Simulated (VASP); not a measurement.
# NiO in VASP: a series of runs, part 2 of 2

VASP 6.6.1.

## 4. Single point, PBE, collinear spin, ferromagnetic start (atom 1 (Ni) moved 0.08 Å along y)

Input file INCAR:

```
PREC = Accurate
ENCUT = 520
EDIFF = 1E-6
ISMEAR = 0
SIGMA = 0.05
LREAL = F
LASPH = T
NELM = 150
ALGO = Normal
ISIF = 2
LWAVE = F
LCHARG = F
ISPIN = 2
MAGMOM = 1.62 0
LORBIT = 11
LMAXMIX = 4
GGA = PE
NBANDS = 19
```

Input file KPOINTS:

```
regular mesh
0
Gamma
  12 12 12
```

Input file POSCAR:

```
NiO
1.0
    0.0000000000      2.2409531277      2.2409531277
    2.2409531277      0.0000000000      2.2409531277
    2.2409531277      2.2409531277      0.0000000000
Ni O
1 1
Direct
    0.0178495478     -0.0178495478      0.0178495478
    0.2500000000      0.2500000000      0.2500000000
```

Potentials or basis: VASP PAW PBE potentials, release 64 (Ni, O).

Started as:

```
cat potpaw_PBE.64/Ni/POTCAR potpaw_PBE.64/O/POTCAR > POTCAR
mpirun -np 1 vasp_std > vasp.out
```

OUTCAR:

```text
PREC = Accurate
   ENCUT = 520
   EDIFF = 1E-6
   ISMEAR = 0
   LREAL = F
   LASPH = T
   NELM = 150
   ISIF = 2
   ISPIN = 2
   LORBIT = 11
   GGA = PE

 ion  position               nearest neighbor table
   1  0.018  0.982  0.018-   2 1.90   2 1.90   2 1.99   2 1.99
   2  0.250  0.250  0.250-   1 1.90   1 1.90   1 1.99   1 1.99

  LATTYP: Found a face centered cubic cell.
 ALAT       =     4.4819062554

  Lattice vectors:

 A1 = (   0.0000000000,   2.2409531277,   2.2409531277)
 A2 = (   2.2409531277,   0.0000000000,   2.2409531277)
 A3 = (   2.2409531277,   2.2409531277,   0.0000000000)

Analysis of symmetry for initial positions (statically):
=====================================================================
 Subroutine PRICEL returns:
 Original cell was already a primitive cell.

 Routine SETGRP: Setting up the symmetry group for a
 face centered cubic supercell.

 Subroutine GETGRP returns: Found  4 space group operations
 (whereof  4 operations were pure point group operations)
[... 713 lines left out ...]
     19      33.2094      0.00000

 [... further k-points ...]

 spin component 2

 k-point     1 :       0.0000    0.0000    0.0000
  band No.  band energies     occupation
      1     -13.7814      1.00000
      2       0.3630      1.00000
      3       0.5842      1.00000
      4       0.8315      1.00000
      5       4.2224      1.00000
      6       4.2358      1.00000
[... 517 lines left out ...]
     18      32.9901      0.00000
     19      33.5153      0.00000

 [... further k-points ...]
[... 5 lines left out ...]
  --------------------------------------------------------------------------------------
  -------------------------------------------------------------------------------------
  Total        0.1378523      0.0529260      0.1378523      0.0000000      0.0000000      0.5748145
  in kB        9.8128749      3.7674855      9.8128749      0.0000000      0.0000000     40.9175831
  external PRESSURE =       7.7977451 kB  Pullay stress =       0.0000000 kB

 VOLUME and BASIS-vectors are now :
 -----------------------------------------------------------------------------
  energy-cutoff  :      520.00
  volume of cell :       22.51
      direct lattice vectors                 reciprocal lattice vectors
     0.000000000  2.240953128  2.240953128    -0.223119348  0.223119348  0.223119348
     2.240953128  0.000000000  2.240953128     0.223119348 -0.223119348  0.223119348
     2.240953128  2.240953128  0.000000000     0.223119348  0.223119348 -0.223119348

 POSITION                                       TOTAL-FORCE (eV/Angst)
 -----------------------------------------------------------------------------------
      2.24095      0.08000      2.24095         0.000000     -0.593482      0.000000
      1.12048      1.12048      1.12048         0.000000      0.593482      0.000000
 -----------------------------------------------------------------------------------
    total drift:                                0.000002      0.000065      0.000002

  FREE ENERGIE OF THE ION-ELECTRON SYSTEM (eV)
  ---------------------------------------------------
  free  energy   TOTEN  =       -11.5729413810 eV

  energy  without entropy=      -11.5709604275  energy(sigma->0) =      -11.57195090

 total charge

# of ion       s       p       d       tot
------------------------------------------
    1        0.382   0.481   8.245   9.108
    2        1.556   3.418   0.000   4.974
--------------------------------------------------
tot          1.939   3.898   8.245  14.082

 magnetization (x)

# of ion       s       p       d       tot
------------------------------------------
    1        0.005   0.039   1.445   1.489
    2        0.016   0.345   0.000   0.361
--------------------------------------------------
tot          0.021   0.384   1.445   1.851
```

Run time: 69 s. Hardware: 1 thread of Intel Xeon 6975P-C (Granite Rapids), shared host; peak memory 0.29 GiB.

What came out:

```yaml
Free_energy: -11.5729 eV
Pressure: 0.8 GPa
Largest_force: 0.593 eV/Å
Net_moment: 1.91 μB per cell
Site_moments: Ni +1.49; O +0.36 μB
Valence_electrons_inside_the_program's_atomic_spheres: Ni 9.11; O 4.97
```

Forces on the atoms (eV/Å):
```
Ni   0.000 -0.593  0.000
O    0.000  0.593  0.000
```

Levels at points of the mesh, in eV from the Fermi level:
Spin up:
| k point | band 6 | band 7 | band 8 | band 9 | band 10 | band 11 | band 12 | band 13 |
| --- | --- | --- | --- | --- | --- | --- | --- | --- |
| (0.00, 0.00, 0.00) | -2.40 | 0.02 | 0.05 | 0.31 | 0.60 | 14.29 | 14.30 | 14.34 |
| (0.50, 0.00, 0.00) | -2.37 | -2.26 | -0.56 | -0.46 | 5.87 | 7.22 | 13.51 | 14.00 |
| (0.00, 0.50, 0.00) | -2.40 | -2.34 | -0.85 | -0.70 | 5.89 | 7.41 | 13.60 | 14.12 |
| (0.50, 0.50, 0.00) | -2.16 | -1.86 | -1.81 | -1.72 | 5.38 | 9.95 | 11.13 | 14.57 |
| (0.50, 0.00, 0.50) | -2.14 | -2.01 | -1.73 | -1.66 | 5.41 | 9.96 | 11.19 | 14.46 |
Spin down:
| k point | band 3 | band 4 | band 5 | band 6 | band 7 | band 8 | band 9 | band 10 | band 11 | band 12 |
| --- | --- | --- | --- | --- | --- | --- | --- | --- | --- | --- |
| (0.00, 0.00, 0.00) | -4.99 | -4.75 | -1.35 | -1.34 | 0.70 | 1.62 | 1.85 | 1.88 | 14.56 | 14.56 |
| (0.50, 0.00, 0.00) | -4.94 | -4.82 | -1.22 | -1.08 | -0.61 | 0.96 | 1.06 | 6.19 | 7.72 | 13.85 |
| (0.00, 0.50, 0.00) | -4.64 | -4.57 | -1.22 | -1.07 | -0.87 | 0.65 | 0.77 | 6.19 | 7.93 | 13.94 |
| (0.50, 0.50, 0.00) | -4.43 | -4.37 | -1.52 | -1.04 | -0.71 | -0.11 | -0.08 | 5.86 | 10.58 | 11.38 |
| (0.50, 0.00, 0.50) | -4.66 | -4.14 | -1.55 | -1.05 | -0.68 | -0.21 | 0.03 | 5.89 | 10.60 | 11.44 |

Caveat: the cell differs from its parent crystal (atom 1 (Ni) moved 0.08 Å along y); a cell with one magnetic atom can't hold antiferromagnetic order, which such compounds often take; semilocal functionals often make such compounds metallic where correlation or magnetic order opens a gap, which also shifts bond lengths.

## 5. Single point, PBE, collinear spin, ferromagnetic start

This run uses another cell than the first one, of 11.25 Å³/atom, 1.020 times its volume.

Input file INCAR:

```
PREC = Accurate ; ENCUT = 520
EDIFF = 1E-6 ; ISMEAR = 0
SIGMA = 0.05 ; LREAL = False
LASPH = True ; NELM = 150
ALGO = Normal ; ISIF = 2
LWAVE = False ; LCHARG = False
ISPIN = 2 ; MAGMOM = 1.62 0
LORBIT = 11 ; LMAXMIX = 4
GGA = PE ; NBANDS = 19
```

KPOINTS is that of step 4.

Input file POSCAR:

```
NiO
1.0
    0.0112047656      2.2409531277      2.2409531277
    2.2521578933      0.0000000000      2.2521578933
    2.2409531277      2.2409531277      0.0112047656
Ni O
1 1
Direct
    0.0000000000      0.0000000000      0.0000000000
    0.2500000000      0.2500000000      0.2500000000
```

Started as:

```
cat potpaw_PBE.64/Ni/POTCAR potpaw_PBE.64/O/POTCAR > POTCAR
mpirun -np 1 vasp_std > vasp.out
```

It took 72 s on 1 thread of Intel Xeon 6975P-C (Granite Rapids), shared host; peak memory 0.28 GiB.

It converged, with:

- Free energy: -11.5955 eV
- Pressure: 0.2 GPa
- Largest force: 0.070 eV/Å
- Net moment: 1.91 μB per cell
- Site moments: Ni +1.49; O +0.36 μB
- Valence electrons inside the program's atomic spheres: Ni 9.10; O 4.97

Forces in eV/Å, atoms in the order of the input:
```
Ni   0.000  0.070  0.000
O    0.000 -0.070  0.000
```

Stress tensor (GPa, compression positive):
```
 0.21  0.00 -0.83
 0.00  0.21  0.00
-0.83  0.00  0.21
```

Levels at points of the mesh, in eV from the Fermi level:
Spin up:
```tsv
k point	band 5	band 6	band 7	band 8	band 9	band 10	band 11	band 12	band 13	band 14
(0.00, 0.00, 0.00)	-2.41	-2.41	0.17	0.18	0.19	0.46	14.15	14.29	14.44	20.64
(0.50, 0.00, 0.00)	-2.57	-2.35	-2.34	-0.66	-0.65	5.87	7.37	13.70	13.79	17.72
(0.00, 0.50, 0.00)	-2.54	-2.34	-2.34	-0.64	-0.62	5.89	7.27	13.81	13.90	17.82
(0.50, 0.50, 0.00)	-3.11	-2.13	-1.84	-1.84	-1.74	5.40	9.97	11.19	14.56	14.56
(0.50, 0.00, 0.50)	-3.11	-2.13	-1.87	-1.81	-1.74	5.40	9.98	11.20	14.45	14.67
```
Spin down:
| k point | band 4 | band 5 | band 6 | band 7 | band 8 | band 9 | band 10 | band 11 |
| --- | --- | --- | --- | --- | --- | --- | --- | --- |
| (0.00, 0.00, 0.00) | -4.97 | -1.35 | -1.35 | 0.75 | 1.76 | 1.77 | 1.79 | 14.40 |
| (0.50, 0.00, 0.00) | -4.73 | -1.14 | -1.14 | -0.74 | 0.84 | 0.87 | 6.18 | 7.88 |
| (0.00, 0.50, 0.00) | -4.73 | -1.15 | -1.14 | -0.72 | 0.87 | 0.90 | 6.20 | 7.77 |
| (0.50, 0.50, 0.00) | -4.38 | -1.51 | -1.04 | -0.73 | -0.09 | -0.09 | 5.88 | 10.61 |
| (0.50, 0.00, 0.50) | -4.38 | -1.51 | -1.04 | -0.73 | -0.12 | -0.05 | 5.88 | 10.61 |

Caveat: a cell with one magnetic atom can't hold antiferromagnetic order, which such compounds often take; semilocal functionals often make such compounds metallic where correlation or magnetic order opens a gap, which also shifts bond lengths. With open d or f shells a metallic result of PBE can be an artefact of self-interaction; +U or a hybrid may open a gap.

## 6. The runs side by side

| cell | gap on the mesh (eV) | pressure (GPa) | moment (μB) | largest force (eV/Å) |
| --- | --- | --- | --- | --- |
| a = 3.138, b = 3.169 Å, angles 59.7, 60.7, 59.7°, 2 atoms | none | 3.1 | 1.87 | - |
| a = 3.169 Å, angles 60.0°, 2 atoms | none | 0.8 | 1.91 | 0.59 |
| a = 3.169, b = 3.185 Å, angles 59.8, 59.7, 59.8°, 2 atoms | none | 0.2 | 1.91 | 0.07 |

Some of these runs hold the atoms at other places in the same cell, which the table doesn't show; runs alike in all that it shows share one row.

Alike in all rows: task single point; level PBE; potentials or basis VASP PAW PBE potentials, release 64 (Ni, O); spin collinear, ferromagnetic start; k mesh 12 × 12 × 12; cutoff (eV) 520; smearing gaussian 0.05 eV.

Caveats: a cell with one magnetic atom can't hold antiferromagnetic order, which such compounds often take; semilocal functionals often make such compounds metallic where correlation or magnetic order opens a gap, which also shifts bond lengths.

Total energies depend on the potentials used, so only differences within one code and one set of settings carry meaning.
